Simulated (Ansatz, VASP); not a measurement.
# Two plane-wave programs on SnO

File INCAR:

```
SYSTEM = SnO
PREC     = Accurate       ! precision mode
ENCUT    = 520            ! plane-wave cutoff, eV
EDIFF    = 1E-6           ! SCF threshold, eV
ISMEAR   = 0              ! smearing method
SIGMA    = 0.05           ! smearing width, eV
LREAL    = .FALSE.        ! projectors in reciprocal space
LASPH    = .TRUE.         ! aspherical terms in the spheres
NELM     = 80             ! most SCF steps
ALGO     = Normal         ! electronic algorithm
ISIF     = 2              ! what is computed and relaxed
LWAVE    = .FALSE.        ! write WAVECAR
LCHARG   = .FALSE.        ! write CHGCAR
GGA      = PS             ! functional
NBANDS   = 28             ! bands
```

Contents of KPOINTS:

```
Automatic mesh
0
G
  8 6 8
  0 0 0
```

File POSCAR:

```
SnO
1.0
    3.3156061815      0.0000000000      0.0000000000
    0.0000000000      5.7049851891      0.0000000000
    0.0000000000      0.0000000000      3.8941648049
Sn O
2 2
Direct
    0.0000000000      0.2337892808      0.5261742991
    0.5000000000      0.7662107192      0.0261742991
    0.0133291384      0.8776098195      0.7238267009
    0.5133291384      0.1068970031      0.2238267009
```

Input for Ansatz:

```yaml
crystal:
  lattice:
    - [3.3156061815, 0.0, 0.0]
    - [0.0, 5.7049851891, 0.0]
    - [0.0, 0.0, 3.8941648049]
  atoms:
    - { symbol: Sn, position: [0.0, 0.2337892808, 0.5261742991] }
    - { symbol: Sn, position: [0.5, 0.7662107192, 0.0261742991] }
    - { symbol: O, position: [0.0133291384, 0.8776098195, 0.7238267009] }
    - { symbol: O, position: [0.5133291384, 0.1068970031, 0.2238267009] }
basis:
  ecutwfc: 420
kpoints:
  mp_grid: { grid: [8, 6, 8] }
hamiltonian:
  xc: pbesol
scf:
  occupations: { method: gaussian, width: 0.05 }
output:
  forces: true
  stress: true
  eigenvalues: true
```

Change from the starting cell: all O atoms moved +0.062 Å, as atom 3 along Cartesian [1 -1 0].

Alike in both runs: task single point; functional PBEsol; k mesh 8 × 6 × 8; occupations gaussian, width 0.05 eV; no spin polarisation.

|  | VASP | Ansatz |
| --- | --- | --- |
| version | VASP 6.6.1 | Ansatz 0.2.0 |
| potentials or method | VASP PAW PBE potentials, release 64 (Sn_d, O), cutoff 520 eV | scalar-relativistic, plane waves, PAW |
| valence electrons in the cell | 40 | 40 |

```tsv
	VASP	Ansatz	Ansatz less VASP
gap on the k mesh at the Fermi level (eV)	1.22	1.23	+0.010
least direct gap on the mesh (eV)	1.82	1.84	+0.012
pressure (GPa)	0.4	0.2	-0.23
traceless stress, the component that is largest in VASP (GPa)	1.17	1.13	-0.037
rms of the force components (eV/Å)	0.293	0.284	-0.0094
```

VASP's potentials were made for PBE, not for PBEsol. Atom by atom the forces differ by 0.037 eV/Å (rms over components).
